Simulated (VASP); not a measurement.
# Zn4HO4 (a cell with a defect) in VASP: single point with PBE

Aim: the single point of Zn4HO4 (a cell with a defect) with PBE.

Everything below comes from runs of VASP 6.6.1. Logs are shortened: lines on timing, memory, paths and dates and some standing lists are left out, and cuts for length are marked.

## 1. The cell of the first run

The cell holds a defect, 9 atoms: a = 5.610 Å, b = 5.610 Å, c = 3.279 Å, α = 90.00°, β = 90.00°, γ = 90.00°.

## 2. Single point, PBE

INCAR reads:

```
PREC = Accurate ; ENCUT = 520
EDIFF = 1E-6 ; ISMEAR = 0
SIGMA = 0.05 ; LREAL = False
LASPH = True ; NELM = 80
ALGO = Normal ; ISIF = 2
LWAVE = False ; LCHARG = False
GGA = PE ; NBANDS = 46
```

KPOINTS reads:

```
regular mesh
0
Gamma
  4 4 8
```

POSCAR reads:

```
Zn4HO4
1.0
    5.6098780345      0.0000000000      0.0000000000
    0.0000000000      5.6098780345      0.0000000000
    0.0000000000      0.0000000000      3.2790255992
Zn O H
4 4 1
Direct
    0.1816262562      0.1816262562      0.5000000000
    0.8183737438      0.8183737438      0.5000000000
    0.6816262562      0.3183737438      0.0000000000
    0.3183737438      0.6816262562      0.0000000000
    0.8184651117      0.1815348883      0.5000000000
    0.1815348883      0.8184651117      0.5000000000
    0.6815348883      0.6815348883      0.0000000000
    0.3184651117      0.3184651117      0.0000000000
    0.9999176225      0.1933737438      0.5000000000
```

Potentials or basis: VASP PAW PBE potentials, release 64 (Zn, O, H).

Started as:

```console
cat potpaw_PBE.64/Zn/POTCAR potpaw_PBE.64/O/POTCAR potpaw_PBE.64/H/POTCAR > POTCAR
mpirun -np 1 vasp_std > vasp.out
```

OUTCAR:

```text
PREC = Accurate
   ENCUT = 520
   EDIFF = 1E-6
   ISMEAR = 0
   LREAL = False
   LASPH = True
   NELM = 80
   ISIF = 2
   GGA = PE

 ion  position               nearest neighbor table
   1  0.182  0.182  0.500-   9 1.02   8 1.97   8 1.97   6 2.04   5 2.04   2 2.88
   2  0.818  0.818  0.500-   7 1.97   7 1.97   5 2.04   6 2.04   1 2.88
   3  0.682  0.318  0.000-   5 1.97   5 1.97   8 2.04   7 2.04   4 2.88
   4  0.318  0.682  0.000-   6 1.97   6 1.97   8 2.04   7 2.04   3 2.88
   5  0.818  0.182  0.500-   9 1.02   3 1.97   3 1.97   2 2.04   1 2.04
   6  0.182  0.818  0.500-   4 1.97   4 1.97   1 2.04   2 2.04
   7  0.682  0.682  0.000-   2 1.97   2 1.97   4 2.04   3 2.04
   8  0.318  0.318  0.000-   1 1.97   1 1.97   4 2.04   3 2.04
   9  1.000  0.193  0.500-   5 1.02   1 1.02

  LATTYP: Found a simple tetragonal cell.
 ALAT       =     5.6098780345
 C/A-ratio  =     0.5845092494

  Lattice vectors:

 A1 = (   5.6098780345,   0.0000000000,   0.0000000000)
 A2 = (   0.0000000000,   5.6098780345,   0.0000000000)
 A3 = (   0.0000000000,   0.0000000000,   3.2790255992)

Analysis of symmetry for initial positions (statically):
=====================================================================
 Subroutine PRICEL returns:
 Original cell was already a primitive cell.

 Routine SETGRP: Setting up the symmetry group for a
 simple tetragonal supercell.

 Subroutine GETGRP returns: Found  2 space group operations
 (whereof  2 operations were pure point group operations)
 out of a pool of 16 trial point group operations.

The static configuration has the point symmetry C_1h.

Analysis of symmetry for dynamics (positions and initial velocities):
=====================================================================
 Subroutine PRICEL returns:
 Original cell was already a primitive cell.

 Routine SETGRP: Setting up the symmetry group for a
 simple tetragonal supercell.

 Subroutine GETGRP returns: Found  2 space group operations
 (whereof  2 operations were pure point group operations)
 out of a pool of 16 trial point group operations.

The dynamic configuration has the point symmetry C_1h.

 Subroutine INISYM returns: Found  2 space group operations
 (whereof  2 operations are pure point group operations),
 and found     1 'primitive' translations

----------------------------------------------------------------------------------------

                                     Primitive cell

[... 106 lines left out ...]
   EDIFFG = 0.1E-04   stopping-criterion for IOM
   NSW    =      0    number of steps for IOM
   IBRION =     -1    ionic relax: 0-MD 1-quasi-New 2-CG
   NFREE  =      0    steps in history (QN), initial steepest desc. (CG)
   ISIF   =      2    stress and relaxation
   ISYM   =      2    0-nonsym 1-usesym 2-fastsym
   POTIM  = 0.5000    time-step for ionic-motion
   TEBEG  =    0.0;   TEEND  =   0.0 temperature during run
   PSTRESS=    0.0 pullay stress
   NELECT =      73.0000    total number of electrons
   NUPDOWN=      -1.0000    fix difference up-down
   EMIN   =  10.00;   EMAX   =-10.00  energy-range for DOS
   EFERMI =   0.00;   METHOD = LEGACY
   ISMEAR =     0;   SIGMA  =   0.05  broadening in eV -4-tet -1-fermi 0-gaus
   EFERMI_NEDOS =   21; number of points for ismear=-14 and -15
   IALGO  =     38    algorithm
   IMIX   =      4    mixing-type and parameters
     AMIX     =   0.40;   BMIX     =  1.00
     AMIX_MAG =   1.60;   BMIX_MAG =  1.00
  volume/ion in A,a.u.               =      11.47        77.38
  Fermi-wavevector in a.u.,A,eV,Ry     =   1.458697  2.756539 28.950454  2.127798
  Thomas-Fermi vector in A             =   2.575352
   LORBIT       =      0    0 simple, 1 ext, 2 COOP (PROOUT), +10 PAW based schemes
   GGA     = PE    functional components
   LHFCALC =     F    Hartree Fock is set to
   AEXX    =    0.0000 exact exchange contribution
   IVDW    =     0    specifies the selected vdW correction
   LEPSILON=     F    determine dielectric tensor
   LRPA    =     F    only Hartree local field effects (RPA)
 non-spin polarized calculation
 Gauss-broadening in eV      SIGMA  =   0.05
  energy-cutoff  :      520.00
  volume of cell :      103.19
 maximum number of plane-waves:      2804
 NGX is ok and might be reduce to    42
   NGX = 21   NGY = 21   NGZ = 13

 number of electron      72.9999975 magnetization

 Free energy of the ion-electron system (eV)
  ---------------------------------------------------
  ext. energy  EPLUGINS =         0.00000000
  ---------------------------------------------------
  free energy    TOTEN  =       -31.08467740 eV

  energy without entropy =      -31.08389375  energy(sigma->0) =      -31.08428558

 E-fermi :   3.9798     XC(G=0): -10.5885

 val. band max:        3.9516505278   @ k =   0.5000   0.2500   0.1250
 cond. band min:       4.0770898280   @ k =   0.5000   0.5000   0.0000
 fundamental gap:      0.1254393001
 Fermi energy:         3.9797563634

 k-point     1 :       0.0000    0.0000    0.0000
  band No.  band energies     occupation
      1     -20.0786      2.00000
      2     -16.5722      2.00000
      3     -16.1184      2.00000
      4     -15.9453      2.00000
      5      -9.7959      2.00000
      6      -6.3338      2.00000
[... 1165 lines left out ...]
     45      10.2126      0.00000
     46      10.2888      0.00000

 [... further k-points ...]
[... 5 lines left out ...]
  --------------------------------------------------------------------------------------
  -------------------------------------------------------------------------------------
  Total       35.6569811      4.7595306      5.6146688     -1.5151200      0.0000000      0.0000000
  in kB      553.6094663     73.8963630     87.1732184    -23.5237184      0.0000000      0.0000000
  external PRESSURE =     238.2263493 kB  Pullay stress =       0.0000000 kB

 VOLUME and BASIS-vectors are now :
 -----------------------------------------------------------------------------
  energy-cutoff  :      520.00
  volume of cell :      103.19
      direct lattice vectors                 reciprocal lattice vectors
     5.609878035  0.000000000  0.000000000     0.178256995  0.000000000  0.000000000
     0.000000000  5.609878035  0.000000000     0.000000000  0.178256995  0.000000000
     0.000000000  0.000000000  3.279025599     0.000000000  0.000000000  0.304968647

 POSITION                                       TOTAL-FORCE (eV/Angst)
 -----------------------------------------------------------------------------------
      1.01890      1.01890      1.63951        27.679868     -1.818070      0.000000
      4.59098      4.59098      1.63951        -0.084551     -1.217962      0.000000
      3.82384      1.78604      0.00000        -0.850488      0.948909      0.000000
      1.78604      3.82384      0.00000        -0.011288      0.084596      0.000000
      4.59149      1.01839      1.63951        -3.515917     -0.253046      0.000000
      1.01839      4.59149      1.63951        -0.175931      0.304088      0.000000
      3.82333      3.82333      0.00000         0.069383     -0.016824      0.000000
      1.78655      1.78655      0.00000         0.273146     -0.147331      0.000000
      5.60942      1.08480      1.63951       -23.384222      2.115639      0.000000
 -----------------------------------------------------------------------------------
    total drift:                               -0.001787      0.000249     -0.000001

  FREE ENERGIE OF THE ION-ELECTRON SYSTEM (eV)
  ---------------------------------------------------
  free  energy   TOTEN  =       -31.0846774034 eV

  energy  without entropy=      -31.0838937514  energy(sigma->0) =      -31.08428558
```

OSZICAR:

```text
N       E                     dE             d eps       ncg     rms          rms(c)
DAV:   1     0.786024545940E+03    0.78602E+03   -0.35201E+04  4616   0.224E+03
DAV:   2     0.886728236555E+02   -0.69735E+03   -0.66210E+03  4656   0.536E+02
DAV:   3    -0.315084577229E+02   -0.12018E+03   -0.11781E+03  4938   0.204E+02
DAV:   4    -0.379577835270E+02   -0.64493E+01   -0.63744E+01  5466   0.503E+01
DAV:   5    -0.380251530879E+02   -0.67370E-01   -0.67334E-01  4966   0.530E+00    0.217E+01
DAV:   6    -0.305598033076E+02    0.74653E+01   -0.18621E+01  8064   0.845E+01    0.134E+01
DAV:   7    -0.312662877821E+02   -0.70648E+00   -0.95902E+00  4762   0.206E+01    0.826E+00
DAV:   8    -0.312781096782E+02   -0.11822E-01   -0.23546E+00  6696   0.146E+01    0.342E+00
DAV:   9    -0.310807697085E+02    0.19734E+00   -0.54969E-01  6958   0.108E+01    0.975E-01
DAV:  10    -0.310835499384E+02   -0.27802E-02   -0.19001E-01  4778   0.253E+00    0.200E-01
DAV:  11    -0.310845200132E+02   -0.97007E-03   -0.10940E-02  5944   0.110E+00    0.947E-02
DAV:  12    -0.310846893855E+02   -0.16937E-03   -0.15653E-03  6218   0.670E-01    0.928E-02
DAV:  13    -0.310846742139E+02    0.15172E-04   -0.33540E-04  5336   0.161E-01    0.533E-02
DAV:  14    -0.310846653319E+02    0.88821E-05   -0.17355E-04  6320   0.124E-01    0.134E-02
DAV:  15    -0.310846765389E+02   -0.11207E-04   -0.35119E-05  5112   0.640E-02    0.681E-03
DAV:  16    -0.310846774034E+02   -0.86448E-06   -0.69292E-06  5670   0.362E-02
   1 F= -.31084677E+02 E0= -.31084286E+02  d E =-.783652E-03
```

It took 2.4 min on 1 thread of Intel Xeon 6975P-C (Granite Rapids), shared host; peak memory 0.3 GiB.

Results:

* Free energy: -31.0847 eV
* Pressure: 23.8 GPa
* Largest force: 27.740 eV/Å
* Band gap on the k mesh: zero (an odd number of electrons rules out a gap without spin polarisation)

Forces in eV/Å, atoms in the order of the input:
```
Zn   27.680  -1.818   0.000
Zn   -0.085  -1.218   0.000
Zn   -0.850   0.949   0.000
Zn   -0.011   0.085   0.000
O    -3.516  -0.253   0.000
O    -0.176   0.304   0.000
O     0.069  -0.017   0.000
O     0.273  -0.147   0.000
H   -23.384   2.116   0.000
```

Stress tensor (GPa, compression positive):
```
55.36 -2.35  0.00
-2.35  7.39  0.00
 0.00  0.00  8.72
```

Levels at points of the mesh, in eV from the Fermi level:
```tsv
k point	band 34	band 35	band 36	band 37	band 38	band 39
(0.00, 0.00, 0.00)	-3.51	-3.18	-3.07	-2.82	1.30	1.81
(0.50, 0.00, 0.00)	-3.61	-3.57	-3.42	-0.54	-0.24	2.08
(0.00, 0.50, 0.00)	-4.12	-3.34	-3.20	-0.78	-0.04	2.41
(0.50, 0.50, 0.00)	-3.86	-3.75	-3.70	0.10	0.83	1.20
(0.00, 0.00, 0.50)	-4.66	-4.42	-4.32	1.37	2.26	3.69
(0.50, 0.00, 0.50)	-4.55	-4.20	-3.99	0.84	2.39	3.16
(0.00, 0.50, 0.50)	-4.43	-4.33	-4.06	1.46	2.42	3.04
(0.50, 0.50, 0.50)	-4.35	-4.26	-4.13	0.70	2.09	2.41
```

Caveat: atoms lie so close that the PAW spheres overlap strongly, which falsifies energies and pressures; an odd number of electrons without spin polarisation forces a metal; a magnetic or distorted state may lie lower.
